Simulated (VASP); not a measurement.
Input of a VASP 6.6.1 run:

INCAR

```
SYSTEM = Ta
PREC     = Accurate       ! precision mode
ENCUT    = 520            ! plane-wave cutoff, eV
EDIFF    = 1E-7           ! SCF threshold, eV
ISMEAR   = -1             ! smearing method
SIGMA    = 0.08           ! smearing width, eV
LREAL    = .FALSE.        ! projectors in reciprocal space
LASPH    = .TRUE.         ! aspherical terms in the spheres
NELM     = 100            ! most SCF steps
ALGO     = Normal         ! electronic algorithm
ISIF     = 2              ! what is computed and relaxed
LWAVE    = .FALSE.        ! write WAVECAR
LCHARG   = .FALSE.        ! write CHGCAR
GGA      = PS             ! functional
NBANDS   = 12             ! bands
```

KPOINTS

```
Automatic mesh
0
G
  17 17 17
  0 0 0
```

File POSCAR:

```
Ta
1.0
   -1.6182544000      1.6182544000      1.6512800000
    1.6182544000     -1.6182544000      1.6512800000
    1.6182544000      1.6182544000     -1.6512800000
Ta
1
Direct
    0.0000000000      0.0000000000      0.0000000000
```

Potentials or basis: VASP PAW PBE potentials, release 64 (Ta_pv).

Command:

```sh
$ cat potpaw_PBE.64/Ta_pv/POTCAR > POTCAR
$ mpirun -np 1 vasp_std > vasp.out
```

(1) What does it give for the pressure?

(2) What does it give for the band gap on the k mesh?

## Answers

(1) 5.0 GPa.

(2) zero (an odd number of electrons rules out a gap without spin polarisation).

Caveat: the cell differs from its parent crystal (equal xx and yy strain of -2 %); the cell stands under pressure; the PAW data sets were made with another functional, which shifts forces and pressure a little; spin-orbit coupling is left out, which moves the levels of the heavy elements.
